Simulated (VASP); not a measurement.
# ZrB2 (P6/mmm) in VASP: further runs

The runs below take ZrB2 through single point, with PBE.

All numbers are computed with VASP 6.6.1; they aren't measurements. Logs are shortened: lines on timing, memory, paths and dates and some standing lists are left out, and cuts for length are marked.

## (1) The cell of the first run

Symmetry: P6/mmm, No. 191, hexagonal system. Conventional cell: a = 3.102 Å, b = 3.102 Å, c = 3.520 Å, α = 90.00°, β = 90.00°, γ = 120.00°. Within 3.3 Å of Zr (site symmetry 6/mmm) lie 12 B at 2.51 Å and 6 Zr at 3.10 Å. B (site symmetry -6m2) has 3 B at 1.79 Å within 2.4 Å.

## (2) Single point, PBE (equal xx and yy strain of -2 %)

INCAR reads:

```
PREC     = Accurate       # precision mode
ENCUT    = 500            # plane-wave cutoff, eV
EDIFF    = 1E-6           # SCF threshold, eV
ISMEAR   = -1             # smearing method
SIGMA    = 0.05           # smearing width, eV
LREAL    = False          # projectors in reciprocal space
LASPH    = True           # aspherical terms in the spheres
NELM     = 120            # most SCF steps
ALGO     = Normal         # electronic algorithm
ISIF     = 2              # what is computed and relaxed
LWAVE    = False          # write WAVECAR
LCHARG   = False          # write CHGCAR
GGA      = PE             # functional
NBANDS   = 16             # bands
GGA_COMPAT= False
```

KPOINTS reads:

```
Automatic mesh
0
Gamma
  12 12 9
```

POSCAR reads:

```
ZrB2
1.0
    3.1016998290      0.0000000000      0.0000000000
   -1.5508499145      2.6861508469      0.0000000000
    0.0000000000      0.0000000000      3.5200000000
Zr B
1 2
Direct
    0.0000000000      0.0000000000      0.0000000000
    0.3333333333      0.6666666667      0.5000000000
    0.6666666667      0.3333333333      0.5000000000
```

Potentials or basis: VASP PAW PBE potentials, release 64 (Zr_sv, B).

Launch:

```console
$ cat potpaw_PBE.64/Zr_sv/POTCAR potpaw_PBE.64/B/POTCAR > POTCAR
$ mpirun -np 1 vasp_std > vasp.out
```

OUTCAR:

```text
PREC = Accurate
   ENCUT = 500
   EDIFF = 1E-6
   ISMEAR = -1
   LREAL = False
   LASPH = True
   NELM = 120
   ISIF = 2
   GGA = PE

 ion  position               nearest neighbor table
   1  0.000  0.000  0.000-   2 2.51   3 2.51   2 2.51   3 2.51   3 2.51   3 2.51   2 2.51   2 2.51
                             3 2.51   3 2.51   2 2.51   2 2.51
   2  0.333  0.667  0.500-   3 1.79   3 1.79   3 1.79   1 2.51   1 2.51   1 2.51   1 2.51   1 2.51
                             1 2.51
   3  0.667  0.333  0.500-   2 1.79   2 1.79   2 1.79   1 2.51   1 2.51   1 2.51   1 2.51   1 2.51
                             1 2.51

  LATTYP: Found a hexagonal cell.
 ALAT       =     3.1016998290
 C/A-ratio  =     1.1348615901

  Lattice vectors:

 A1 = (   3.1016998290,   0.0000000000,   0.0000000000)
 A2 = (  -1.5508499145,   2.6861508469,   0.0000000000)
 A3 = (   0.0000000000,   0.0000000000,   3.5200000000)

Analysis of symmetry for initial positions (statically):
=====================================================================
 Subroutine PRICEL returns:
 Original cell was already a primitive cell.

 Routine SETGRP: Setting up the symmetry group for a
 hexagonal supercell.

 Subroutine GETGRP returns: Found 24 space group operations
 (whereof 24 operations were pure point group operations)
 out of a pool of 24 trial point group operations.

The static configuration has the point symmetry D_6h.

Analysis of symmetry for dynamics (positions and initial velocities):
=====================================================================
 Subroutine PRICEL returns:
 Original cell was already a primitive cell.

 Routine SETGRP: Setting up the symmetry group for a
 hexagonal supercell.

 Subroutine GETGRP returns: Found 24 space group operations
 (whereof 24 operations were pure point group operations)
 out of a pool of 24 trial point group operations.

The dynamic configuration has the point symmetry D_6h.

 Subroutine INISYM returns: Found 24 space group operations
 (whereof 24 operations are pure point group operations),
 and found     1 'primitive' translations

----------------------------------------------------------------------------------------

                                     Primitive cell

  volume of cell :      29.3274

  direct lattice vectors                    reciprocal lattice vectors
     3.101699829  0.000000000  0.000000000     0.322403861  0.186139956  0.000000000
    -1.550849915  2.686150847  0.000000000     0.000000000  0.372279912  0.000000000
     0.000000000  0.000000000  3.520000000     0.000000000  0.000000000  0.284090909

  length of vectors
     3.101699829  3.101699829  3.520000000     0.372279912  0.372279912  0.284090909

  position of ions in fractional coordinates (direct lattice)
     0.000000000  0.000000000  0.000000000
     0.333333333  0.666666667  0.500000000
     0.666666667  0.333333333  0.500000000

  ion indices of the primitive-cell ions
   primitive index   ion index
                 1           1
                 2           2
                 3           3

----------------------------------------------------------------------------------------

 KPOINTS: Automatic mesh

Automatic generation of k-mesh.
 Grid dimensions read from file:
 generate k-points for:   12   12    9

 Generating k-lattice:

  Cartesian coordinates                     Fractional coordinates (reciprocal lattice)
     0.026866988  0.015511663  0.000000000     0.083333333 -0.000000000  0.000000000
     0.000000000  0.031023326  0.000000000     0.000000000  0.083333333  0.000000000
     0.000000000  0.000000000  0.031565657     0.000000000  0.000000000  0.111111111

  Length of vectors
     0.031023326  0.031023326  0.031565657

  Shift w.r.t. Gamma in fractional coordinates (k-lattice)
     0.000000000  0.000000000  0.000000000

 Subroutine IBZKPT returns following result:
 ===========================================

 Found     95 irreducible k-points:

 Following reciprocal coordinates:
            Coordinates               Weight
  0.000000  0.000000  0.000000      1.000000
  0.083333 -0.000000  0.000000      6.000000
  0.166667  0.000000  0.000000      6.000000
  0.250000 -0.000000  0.000000      6.000000
  0.333333 -0.000000  0.000000      6.000000
  0.416667 -0.000000  0.000000      6.000000
[... 16 lines left out ...]
  0.250000 -0.000000  0.111111     12.000000
  0.333333 -0.000000  0.111111     12.000000
 [... further k-points ...]
   k-points           NKPTS =     95   k-points in BZ     NKDIM =     95   number of bands    NBANDS=     16
   number of dos      NEDOS =    301   number of ions     NIONS =      3
   total plane-waves  NPLWV =  16128
   dimension x,y,z NGX =    24 NGY =   24 NGZ =   28
   dimension x,y,z NGXF=    48 NGYF=   48 NGZF=   56
   ions per type =               1   2
   NGX,Y,Z   is equivalent  to a cutoff of  12.86, 12.86, 13.22 a.u.
   NGXF,Y,Z  is equivalent  to a cutoff of  25.73, 25.73, 26.45 a.u.
 SYSTEM =  unknown system
   PREC   = accura    normal or accurate (medium, high low for compatibility)
   ISTART =      0    job   : 0-new  1-cont  2-samecut
   ICHARG =      2    charge: 1-file 2-atom 10-const
   ISPIN  =      1    spin polarized calculation?
   LNONCOLLINEAR =      F non collinear calculations
   LSORBIT =      F    spin-orbit coupling
   LASPH  =      T    aspherical Exc in radial PAW
   ENCUT  =  500.0 eV  36.75 Ry    6.06 a.u.   5.66  5.66  6.42*2*pi/ulx,y,z
   NELM   =    120;   NELMIN=  2; NELMDL= -5     # of ELM steps
   EDIFF  = 0.1E-05   stopping-criterion for ELM
   LREAL  =      F    real-space projection
   EDIFFG = 0.1E-04   stopping-criterion for IOM
   NSW    =      0    number of steps for IOM
   IBRION =     -1    ionic relax: 0-MD 1-quasi-New 2-CG
   NFREE  =      0    steps in history (QN), initial steepest desc. (CG)
   ISIF   =      2    stress and relaxation
   ISYM   =      2    0-nonsym 1-usesym 2-fastsym
   POTIM  = 0.5000    time-step for ionic-motion
   TEBEG  =    0.0;   TEEND  =   0.0 temperature during run
   PSTRESS=    0.0 pullay stress
   NELECT =      18.0000    total number of electrons
   NUPDOWN=      -1.0000    fix difference up-down
   EMIN   =  10.00;   EMAX   =-10.00  energy-range for DOS
   EFERMI =   0.00;   METHOD = LEGACY
   ISMEAR =    -1;   SIGMA  =   0.05  broadening in eV -4-tet -1-fermi 0-gaus
   EFERMI_NEDOS =   21; number of points for ismear=-14 and -15
   IALGO  =     38    algorithm
   IMIX   =      4    mixing-type and parameters
     AMIX     =   0.40;   BMIX     =  1.00
     AMIX_MAG =   1.60;   BMIX_MAG =  1.00
  volume/ion in A,a.u.               =       9.78        65.97
  Fermi-wavevector in a.u.,A,eV,Ry     =   1.391259  2.629099 26.335467  1.935602
  Thomas-Fermi vector in A             =   2.515115
   LORBIT       =      0    0 simple, 1 ext, 2 COOP (PROOUT), +10 PAW based schemes
   GGA     = PE    functional components
   LHFCALC =     F    Hartree Fock is set to
   AEXX    =    0.0000 exact exchange contribution
   IVDW    =     0    specifies the selected vdW correction
   LEPSILON=     F    determine dielectric tensor
   LRPA    =     F    only Hartree local field effects (RPA)
 non-spin polarized calculation
  energy-cutoff  :      500.00
  volume of cell :       29.33
 maximum number of plane-waves:       763
 NGX is ok and might be reduce to    24
   NGX = 11   NGY = 11   NGZ = 13

 number of electron      18.0000000 magnetization

 Free energy of the ion-electron system (eV)
  ---------------------------------------------------
  ext. energy  EPLUGINS =         0.00000000
  ---------------------------------------------------
  free energy    TOTEN  =       -24.91120312 eV

  energy without entropy =      -24.90927960  energy(sigma->0) =      -24.91024136

 E-fermi :  11.1268     XC(G=0): -12.6637

 val. band max:       11.1138246546   @ k =   0.1667   0.1667   0.1111
 cond. band min:      11.1827514715   @ k =   0.1667   0.1667   0.2222
 fundamental gap:      0.0689268169
 Fermi energy:        11.1267870144

 k-point     1 :       0.0000    0.0000    0.0000
  band No.  band energies     occupation
      1     -37.4585      2.00000
      2     -15.6875      2.00000
      3     -15.0128      2.00000
      4     -15.0128      2.00000
      5      -1.9175      2.00000
      6       8.3126      2.00000
[... 8 lines left out ...]
     15      16.5225      0.00000
     16      16.5225      0.00000

 k-point     2 :       0.0833   -0.0000    0.0000
  band No.  band energies     occupation
      1     -37.4485      2.00000
      2     -15.6731      2.00000
      3     -15.0959      2.00000
      4     -15.0306      2.00000
      5      -1.7713      2.00000
      6       8.0454      2.00000
[... 8 lines left out ...]
     15      17.1332      0.00000
     16      17.4271      0.00000

 k-point     3 :       0.1667    0.0000    0.0000
  band No.  band energies     occupation
      1     -37.4212      2.00000
      2     -15.6335      2.00000
      3     -15.3173      2.00000
      4     -15.0788      2.00000
      5      -1.3516      2.00000
      6       7.0612      2.00000
[... 8 lines left out ...]
     15      18.1685      0.00000
     16      18.6134      0.00000

 k-point     4 :       0.2500   -0.0000    0.0000
  band No.  band energies     occupation
      1     -37.3835      2.00000
      2     -15.6074      2.00000
      3     -15.5789      2.00000
      4     -15.1439      2.00000
      5      -0.7033      2.00000
      6       5.8665      2.00000
[... 8 lines left out ...]
     15      18.5789      0.00000
     16      20.5618      0.00000

 k-point     5 :       0.3333   -0.0000    0.0000
  band No.  band energies     occupation
      1     -37.3455      2.00000
      2     -15.8852      2.00000
      3     -15.5236      2.00000
      4     -15.2080      2.00000
      5       0.1242      2.00000
      6       4.6321      2.00000
[... 8 lines left out ...]
     15      19.7690      0.00000
     16      21.6063      0.00000

 k-point     6 :       0.4167   -0.0000    0.0000
  band No.  band energies     occupation
      1     -37.3174      2.00000
      2     -16.0816      2.00000
      3     -15.4828      2.00000
      4     -15.2544      2.00000
      5       1.0818      2.00000
      6       3.4295      2.00000
[... 8 lines left out ...]
     15      20.3732      0.00000
     16      21.0034      0.00000
[... 267 lines left out ...]
 k-point    21 :       0.0833   -0.0000    0.1111
  band No.  band energies     occupation
      1     -37.4461      2.00000
      2     -15.7217      2.00000
      3     -15.0922      2.00000
      4     -15.0273      2.00000
      5      -1.5852      2.00000
      6       7.3166      2.00000
[... 8 lines left out ...]
     15      17.5338      0.00000
     16      18.0052      0.00000

 k-point    22 :       0.1667    0.0000    0.1111
  band No.  band energies     occupation
      1     -37.4188      2.00000
      2     -15.6806      2.00000
      3     -15.3121      2.00000
      4     -15.0752      2.00000
      5      -1.1856      2.00000
      6       6.9964      2.00000
[... 8 lines left out ...]
     15      18.4119      0.00000
     16      19.0553      0.00000

 k-point    23 :       0.2500   -0.0000    0.1111
  band No.  band energies     occupation
      1     -37.3812      2.00000
      2     -15.6294      2.00000
      3     -15.5949      2.00000
      4     -15.1399      2.00000
      5      -0.5700      2.00000
      6       5.7790      2.00000
[... 8 lines left out ...]
     15      18.7482      0.00000
     16      20.6683      0.00000

 k-point    24 :       0.3333   -0.0000    0.1111
  band No.  band energies     occupation
      1     -37.3432      2.00000
      2     -15.8784      2.00000
      3     -15.5645      2.00000
      4     -15.2036      2.00000
      5       0.2157      2.00000
      6       4.5188      2.00000
[... 8 lines left out ...]
     15      19.1506      0.00000
     16      22.2076      0.00000

 [... further k-points ...]
[... 5 lines left out ...]
  --------------------------------------------------------------------------------------
  -------------------------------------------------------------------------------------
  Total        2.9366610      2.9366610      1.6770264      0.0000000      0.0000000     -0.0000000
  in kB      160.4322142    160.4322142     91.6173348      0.0000000      0.0000000     -0.0000000
  external PRESSURE =     137.4939211 kB  Pullay stress =       0.0000000 kB

 VOLUME and BASIS-vectors are now :
 -----------------------------------------------------------------------------
  energy-cutoff  :      500.00
  volume of cell :       29.33
      direct lattice vectors                 reciprocal lattice vectors
     3.101699829  0.000000000  0.000000000     0.322403861  0.186139956  0.000000000
    -1.550849915  2.686150847  0.000000000     0.000000000  0.372279912  0.000000000
     0.000000000  0.000000000  3.520000000     0.000000000  0.000000000  0.284090909

 POSITION                                       TOTAL-FORCE (eV/Angst)
 -----------------------------------------------------------------------------------
      0.00000      0.00000      0.00000         0.000000      0.000000     -0.000000
     -0.00000      1.79077      1.76000        -0.000000      0.000000     -0.000000
      1.55085      0.89538      1.76000         0.000000     -0.000000      0.000000
 -----------------------------------------------------------------------------------
    total drift:                               -0.000000      0.000000      0.000000

  FREE ENERGIE OF THE ION-ELECTRON SYSTEM (eV)
  ---------------------------------------------------
  free  energy   TOTEN  =       -24.9112031232 eV

  energy  without entropy=      -24.9092795999  energy(sigma->0) =      -24.91024136
```

Wall time 27 s (1 thread of Intel Xeon 6975P-C (Granite Rapids), shared host); peak memory 0.17 GiB.

Results:

```yaml
Free_energy: -24.9112 eV
Pressure: 13.7 GPa
Band_gap_on_the_k_mesh: zero (band 9 reaches 11.78 eV, above the bottom of band 10 at 10.42 eV)
```

Caveat: the cell differs from its parent crystal (equal xx and yy strain of -2 %).

(Part 1 of 2 ends here.)
